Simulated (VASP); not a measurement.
A run of VASP 6.6.1 is set up as follows.

Contents of INCAR:

```
SYSTEM = Ir
ALGO = Fast
EDIFF = 1E-7
ENCUT = 520
GGA = PE
ISIF = 2
ISMEAR = -1
LASPH = .TRUE.
LCHARG = .TRUE.
LELF = .TRUE.
LREAL = .FALSE.
LVHAR = .TRUE.
LWAVE = .FALSE.
NBANDS = 16
NELM = 80
PREC = Accurate
SIGMA = 0.05
```

File KPOINTS:

```
k-points
0
G
  11 11 6
  0 0 0
```

File POSCAR:

```
Ir
1.0
    2.7434549631      0.0000000000      0.0000000000
   -1.3717274815      2.3759016922      0.0000000000
    0.0000000000      0.0000000000      4.4453079371
Ir
2
Direct
    0.3333333333      0.6666666667      0.2500000000
    0.6666666667      0.3333333333      0.7500000000
```

Potentials or basis: VASP PAW PBE potentials, release 64 (Ir).

Command:

```console
$ cat potpaw_PBE.64/Ir/POTCAR > POTCAR
$ mpirun -np 1 vasp_std > vasp.out
```

Q: Predict the band gap on the k mesh.

A: Zero (band 9 reaches 11.04 eV, above the bottom of band 10 at 7.91 eV).

Q: Estimate the pressure.

A: 2.5 GPa.

Caveat: spin-orbit coupling is left out, which moves the levels of the heavy elements.
